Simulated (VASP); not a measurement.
# BiTe (I4/mmm) in VASP: further runs

The runs below take BiTe through single point, with PBEsol.

All numbers are computed with VASP 6.6.1; they aren't measurements. Logs are shortened: lines on timing, memory, paths and dates and some standing lists are left out, and cuts for length are marked.

## Step 1: The cell of the first run

The structure is tetragonal, space group I4/mmm (No. 139). The conventional cell has a = 4.521 Å, b = 4.521 Å, c = 6.107 Å, α = 90.00°, β = 90.00°, γ = 90.00°. Within 4.0 Å of Bi (site symmetry 4/mmm) lie 6 Te at 3.05 to 3.20 Å. Te (site symmetry 4/mmm) has 6 Bi at 3.05 to 3.20 Å within 4.0 Å.

## Step 2: Single point, PBEsol (strain along c alone, the other axes held: -4.5 %)

Contents of INCAR:

```
PREC = Accurate
ENCUT = 520
EDIFF = 1E-6
ISMEAR = 0
SIGMA = 0.1
LREAL = False
LASPH = True
NELM = 100
ALGO = Normal
ISIF = 2
LWAVE = False
LCHARG = False
GGA = PS
NBANDS = 29
```

Contents of KPOINTS:

```
regular mesh
0
Gamma
  12 12 8
```

Contents of POSCAR:

```
BiTe
1.0
    3.1971538320      3.1971538320      0.0000000000
   -3.1971538320      3.1971538320      0.0000000000
    0.0000000000      0.0000000000      6.1065638190
Bi Te
2 2
Direct
    0.0000000000      0.0000000000      0.0000000000
    0.5000000000      0.5000000000      0.5000000000
    0.5000000000      0.5000000000      0.0000000000
    0.0000000000      0.0000000000      0.5000000000
```

Potentials or basis: VASP PAW PBE potentials, release 64 (Bi_d, Te).

Started as:

```sh
> cat potpaw_PBE.64/Bi_d/POTCAR potpaw_PBE.64/Te/POTCAR > POTCAR
> mpirun -np 1 vasp_std > vasp.out
```

OUTCAR:

```text
PREC = Accurate
   ENCUT = 520
   EDIFF = 1E-6
   ISMEAR = 0
   LREAL = False
   LASPH = True
   NELM = 100
   ISIF = 2
   GGA = PS

 ion  position               nearest neighbor table
   1  0.000  0.000  0.000-   4 3.05   4 3.05   3 3.20   3 3.20   3 3.20   3 3.20
   2  0.500  0.500  0.500-   3 3.05   3 3.05   4 3.20   4 3.20   4 3.20   4 3.20
   3  0.500  0.500  0.000-   2 3.05   2 3.05   1 3.20   1 3.20   1 3.20   1 3.20
   4  0.000  0.000  0.500-   1 3.05   1 3.05   2 3.20   2 3.20   2 3.20   2 3.20

  LATTYP: Found a simple tetragonal cell.
 ALAT       =     4.5214583102
 C/A-ratio  =     1.3505739520

  Lattice vectors:

 A1 = (   3.1971538320,   3.1971538320,   0.0000000000)
 A2 = (  -3.1971538320,   3.1971538320,   0.0000000000)
 A3 = (   0.0000000000,   0.0000000000,   6.1065638190)

Analysis of symmetry for initial positions (statically):
=====================================================================
 Subroutine PRICEL returns following result:

  LATTYP: Found a body centered tetragonal cell.
 ALAT       =     4.5214583102
 C/A-ratio  =     1.3505739520

  Lattice vectors:

 A1 = (   0.0000000000,  -3.1971538320,  -3.0532819095)
 A2 = (   0.0000000000,   3.1971538320,  -3.0532819095)
 A3 = (   3.1971538320,   0.0000000000,   3.0532819095)

   2 primitive cells build up your supercell.

 Routine SETGRP: Setting up the symmetry group for a
 simple tetragonal supercell.

 Subroutine GETGRP returns: Found 16 space group operations
 (whereof 16 operations were pure point group operations)
 out of a pool of 16 trial point group operations.

The static configuration has the point symmetry D_4h.

Analysis of symmetry for dynamics (positions and initial velocities):
=====================================================================
 Subroutine PRICEL returns following result:

  LATTYP: Found a body centered tetragonal cell.
 ALAT       =     4.5214583102
 C/A-ratio  =     1.3505739520

  Lattice vectors:

 A1 = (   0.0000000000,  -3.1971538320,  -3.0532819095)
 A2 = (   0.0000000000,   3.1971538320,  -3.0532819095)
 A3 = (   3.1971538320,   0.0000000000,   3.0532819095)

   2 primitive cells build up your supercell.

 Routine SETGRP: Setting up the symmetry group for a
 simple tetragonal supercell.

 Subroutine GETGRP returns: Found 16 space group operations
[... 93 lines left out ...]
 SYSTEM =  unknown system
   PREC   = accura    normal or accurate (medium, high low for compatibility)
   ISTART =      0    job   : 0-new  1-cont  2-samecut
   ICHARG =      2    charge: 1-file 2-atom 10-const
   ISPIN  =      1    spin polarized calculation?
   LNONCOLLINEAR =      F non collinear calculations
   LSORBIT =      F    spin-orbit coupling
   LASPH  =      T    aspherical Exc in radial PAW
   ENCUT  =  520.0 eV  38.22 Ry    6.18 a.u.   8.41  8.41 11.35*2*pi/ulx,y,z
   NELM   =    100;   NELMIN=  2; NELMDL= -5     # of ELM steps
   EDIFF  = 0.1E-05   stopping-criterion for ELM
   LREAL  =      F    real-space projection
   EDIFFG = 0.1E-04   stopping-criterion for IOM
   NSW    =      0    number of steps for IOM
   IBRION =     -1    ionic relax: 0-MD 1-quasi-New 2-CG
   NFREE  =      0    steps in history (QN), initial steepest desc. (CG)
   ISIF   =      2    stress and relaxation
   ISYM   =      2    0-nonsym 1-usesym 2-fastsym
   POTIM  = 0.5000    time-step for ionic-motion
   TEBEG  =    0.0;   TEEND  =   0.0 temperature during run
   PSTRESS=    0.0 pullay stress
   NELECT =      42.0000    total number of electrons
   NUPDOWN=      -1.0000    fix difference up-down
   EMIN   =  10.00;   EMAX   =-10.00  energy-range for DOS
   EFERMI =   0.00;   METHOD = LEGACY
   ISMEAR =     0;   SIGMA  =   0.10  broadening in eV -4-tet -1-fermi 0-gaus
   EFERMI_NEDOS =   21; number of points for ismear=-14 and -15
   IALGO  =     38    algorithm
   IMIX   =      4    mixing-type and parameters
     AMIX     =   0.40;   BMIX     =  1.00
     AMIX_MAG =   1.60;   BMIX_MAG =  1.00
  volume/ion in A,a.u.               =      31.21       210.62
  Fermi-wavevector in a.u.,A,eV,Ry     =   1.138605  2.151652 17.638898  1.296422
  Thomas-Fermi vector in A             =   2.275310
   LORBIT       =      0    0 simple, 1 ext, 2 COOP (PROOUT), +10 PAW based schemes
   GGA     = PS    functional components
   LHFCALC =     F    Hartree Fock is set to
   AEXX    =    0.0000 exact exchange contribution
   IVDW    =     0    specifies the selected vdW correction
   LEPSILON=     F    determine dielectric tensor
   LRPA    =     F    only Hartree local field effects (RPA)
 non-spin polarized calculation
 Gauss-broadening in eV      SIGMA  =   0.10
  energy-cutoff  :      520.00
  volume of cell :      124.84
 maximum number of plane-waves:      3391
 NGX is ok and might be reduce to    36
   NGX = 17   NGY = 17   NGZ = 23

 number of electron      42.0000021 magnetization

 Free energy of the ion-electron system (eV)
  ---------------------------------------------------
  ext. energy  EPLUGINS =         0.00000000
  ---------------------------------------------------
  free energy    TOTEN  =       -15.86692035 eV

  energy without entropy =      -15.85499029  energy(sigma->0) =      -15.86095532

 E-fermi :   7.4881     XC(G=0):  -9.9554

 val. band max:        7.4863768383   @ k =   0.3333   0.0833   0.5000
 cond. band min:       7.4893372084   @ k =   0.3333   0.1667   0.5000
 fundamental gap:      0.0029603701
 Fermi energy:         7.4881363383

 k-point     1 :       0.0000    0.0000    0.0000
  band No.  band energies     occupation
      1     -15.6363      2.00000
      2     -15.6104      2.00000
      3     -15.5906      2.00000
      4     -15.5906      2.00000
      5     -15.5798      2.00000
      6     -15.5764      2.00000
[... 757 lines left out ...]
     28      12.3994      0.00000
     29      14.8233      0.00000

 [... further k-points ...]
[... 5 lines left out ...]
  --------------------------------------------------------------------------------------
  -------------------------------------------------------------------------------------
  Total        0.6829296      0.6829296      5.5795006      0.0000000      0.0000000      0.0000000
  in kB        8.7646093      8.7646093     71.6064174      0.0000000      0.0000000      0.0000000
  external PRESSURE =      29.7118786 kB  Pullay stress =       0.0000000 kB

 VOLUME and BASIS-vectors are now :
 -----------------------------------------------------------------------------
  energy-cutoff  :      520.00
  volume of cell :      124.84
      direct lattice vectors                 reciprocal lattice vectors
     3.197153832  3.197153832  0.000000000     0.156389097  0.156389097  0.000000000
    -3.197153832  3.197153832  0.000000000    -0.156389097  0.156389097  0.000000000
     0.000000000  0.000000000  6.106563819     0.000000000  0.000000000  0.163758217

 POSITION                                       TOTAL-FORCE (eV/Angst)
 -----------------------------------------------------------------------------------
      0.00000      0.00000      0.00000         0.000000     -0.000000      0.000000
      0.00000      3.19715      3.05328         0.000000      0.000000     -0.000000
      0.00000      3.19715      0.00000        -0.000000      0.000000      0.000000
      0.00000      0.00000      3.05328        -0.000000      0.000000      0.000000
 -----------------------------------------------------------------------------------
    total drift:                               -0.000000      0.000000      0.000000

  FREE ENERGIE OF THE ION-ELECTRON SYSTEM (eV)
  ---------------------------------------------------
  free  energy   TOTEN  =       -15.8669203524 eV

  energy  without entropy=      -15.8549902949  energy(sigma->0) =      -15.86095532
```

OSZICAR:

```text
N       E                     dE             d eps       ncg     rms          rms(c)
DAV:   1     0.398415545378E+03    0.39842E+03   -0.19858E+04  8120   0.149E+03
DAV:   2     0.252160278955E+02   -0.37320E+03   -0.36345E+03  8294   0.397E+02
DAV:   3    -0.141746883049E+02   -0.39391E+02   -0.38424E+02 10080   0.141E+02
DAV:   4    -0.158267387536E+02   -0.16521E+01   -0.16395E+01  9367   0.295E+01
DAV:   5    -0.159069019044E+02   -0.80163E-01   -0.80145E-01 11778   0.653E+00    0.107E+01
DAV:   6    -0.158681418274E+02    0.38760E-01   -0.10864E-01 10237   0.217E+00    0.682E+00
DAV:   7    -0.158692834725E+02   -0.11416E-02   -0.58700E-02 10164   0.130E+00    0.671E-01
DAV:   8    -0.158667502805E+02    0.25332E-02   -0.13743E-02  9681   0.777E-01    0.257E-01
DAV:   9    -0.158669298268E+02   -0.17955E-03   -0.16276E-03  9404   0.237E-01    0.180E-01
DAV:  10    -0.158669195192E+02    0.10308E-04   -0.46366E-05 10654   0.633E-02    0.908E-02
DAV:  11    -0.158669203524E+02   -0.83323E-06   -0.11755E-06  6575   0.845E-03
   1 F= -.15866920E+02 E0= -.15860955E+02  d E =-.119301E-01
```

stdout:

```text
POSCAR found type information on POSCAR BiTe
 POSCAR found :  2 types and       4 ions
 scaLAPACK will be used
 -----------------------------------------------------------------------------
|                                                                             |
|                                                                             |
|     You enforced a specific xc type in the INCAR file but a different       |
|     I HOPE YOU KNOW WHAT YOU ARE DOING!                                     |
|                                                                             |
 -----------------------------------------------------------------------------

 LDA part: xc-table for (Slater+PW92), standard interpolation
 POSCAR, INCAR and KPOINTS ok, starting setup
 FFT: planning ... GRIDC
 FFT: planning ... GRID_SOFT
 FFT: planning ... GRID
 WAVECAR not read
 entering main loop
```

Run time: 3.4 min. Hardware: 1 thread of Intel Xeon 6975P-C (Granite Rapids), shared host; peak memory 0.54 GiB.

Results:

- Free energy: -15.8669 eV
- Pressure: 3.0 GPa
- Band gap on the k mesh: zero (bands 21 and 22 overlap by 3.53 eV)

Caveat: the cell differs from its parent crystal (strain along c alone, the other axes held: -4.5 %); the stress differs along the axes, from 1 to 7 GPa; the PAW data sets were made with another functional, which shifts forces and pressure a little; spin-orbit coupling is left out, which moves the levels of the heavy elements.

## Step 3: Single point, PBEsol (strain along c alone, the other axes held: -3.0 %)

Contents of INCAR:

```
PREC     = Accurate       # precision mode
ENCUT    = 520            # plane-wave cutoff, eV
EDIFF    = 1E-6           # SCF threshold, eV
ISMEAR   = 0              # smearing method
SIGMA    = 0.1            # smearing width, eV
LREAL    = False          # projectors in reciprocal space
LASPH    = True           # aspherical terms in the spheres
NELM     = 60             # most SCF steps
ALGO     = Normal         # electronic algorithm
ISIF     = 2              # what is computed and relaxed
LWAVE    = False          # write WAVECAR
LCHARG   = False          # write CHGCAR
GGA      = PS             # functional
NBANDS   = 29             # bands
```

KPOINTS is that of step 2.

POSCAR, as its differences from that of step 2:

```diff
@@ -4,3 +4,3 @@
    -3.1971538320      3.1971538320      0.0000000000
-    0.0000000000      0.0000000000      6.1065638190
+    0.0000000000      0.0000000000      6.2024784340
 Bi Te
```

Potentials or basis: VASP PAW PBE potentials, release 64 (Bi_d, Te).

Started as:

```sh
> cat potpaw_PBE.64/Bi_d/POTCAR potpaw_PBE.64/Te/POTCAR > POTCAR
> mpirun -np 1 vasp_std > vasp.out
```

OUTCAR:

```text
PREC = Accurate
   ENCUT = 520
   EDIFF = 1E-6
   ISMEAR = 0
   LREAL = False
   LASPH = True
   NELM = 60
   ISIF = 2
   GGA = PS

 ion  position               nearest neighbor table
   1  0.000  0.000  0.000-   4 3.10   4 3.10   3 3.20   3 3.20   3 3.20   3 3.20
   2  0.500  0.500  0.500-   3 3.10   3 3.10   4 3.20   4 3.20   4 3.20   4 3.20
   3  0.500  0.500  0.000-   2 3.10   2 3.10   1 3.20   1 3.20   1 3.20   1 3.20
   4  0.000  0.000  0.500-   1 3.10   1 3.10   2 3.20   2 3.20   2 3.20   2 3.20

  LATTYP: Found a simple tetragonal cell.
 ALAT       =     4.5214583102
[... 979 lines left out ...]

 [... further k-points ...]
[... 5 lines left out ...]
  --------------------------------------------------------------------------------------
  -------------------------------------------------------------------------------------
  Total        0.3966151      0.3966151      3.4604133      0.0000000     -0.0000000      0.0000000
  in kB        5.0113817      5.0113817     43.7236324      0.0000000     -0.0000000      0.0000000
  external PRESSURE =      17.9154653 kB  Pullay stress =       0.0000000 kB

 VOLUME and BASIS-vectors are now :
 -----------------------------------------------------------------------------
  energy-cutoff  :      520.00
  volume of cell :      126.80
      direct lattice vectors                 reciprocal lattice vectors
     3.197153832  3.197153832  0.000000000     0.156389097  0.156389097  0.000000000
    -3.197153832  3.197153832  0.000000000    -0.156389097  0.156389097  0.000000000
     0.000000000  0.000000000  6.202478434     0.000000000  0.000000000  0.161225873

 POSITION                                       TOTAL-FORCE (eV/Angst)
 -----------------------------------------------------------------------------------
      0.00000      0.00000      0.00000         0.000000     -0.000000      0.000000
      0.00000      3.19715      3.10124        -0.000000      0.000000     -0.000000
      0.00000      3.19715      0.00000         0.000000      0.000000      0.000000
      0.00000      0.00000      3.10124         0.000000      0.000000      0.000000
 -----------------------------------------------------------------------------------
    total drift:                               -0.000000      0.000000      0.000000

  FREE ENERGIE OF THE ION-ELECTRON SYSTEM (eV)
  ---------------------------------------------------
  free  energy   TOTEN  =       -15.9387698016 eV

  energy  without entropy=      -15.9275167735  energy(sigma->0) =      -15.93314329
```

stdout:

```text
POSCAR found type information on POSCAR BiTe
 POSCAR found :  2 types and       4 ions
 scaLAPACK will be used
 -----------------------------------------------------------------------------
|                                                                             |
|                                                                             |
|     You enforced a specific xc type in the INCAR file but a different       |
|     I HOPE YOU KNOW WHAT YOU ARE DOING!                                     |
|                                                                             |
 -----------------------------------------------------------------------------

 LDA part: xc-table for (Slater+PW92), standard interpolation
 POSCAR, INCAR and KPOINTS ok, starting setup
 FFT: planning ... GRIDC
 FFT: planning ... GRID_SOFT
 FFT: planning ... GRID
 WAVECAR not read
 entering main loop
```

Wall time 2.4 min (1 thread of Intel Xeon 6975P-C (Granite Rapids), shared host); peak memory 0.55 GiB.

Results:

```yaml
Free_energy: -15.9388 eV
Pressure: 1.8 GPa
Band_gap_on_the_k_mesh: zero (bands 21 and 22 overlap by 3.30 eV)
```

Caveat: the cell differs from its parent crystal (strain along c alone, the other axes held: -3.0 %); the PAW data sets were made with another functional, which shifts forces and pressure a little; spin-orbit coupling is left out, which moves the levels of the heavy elements.
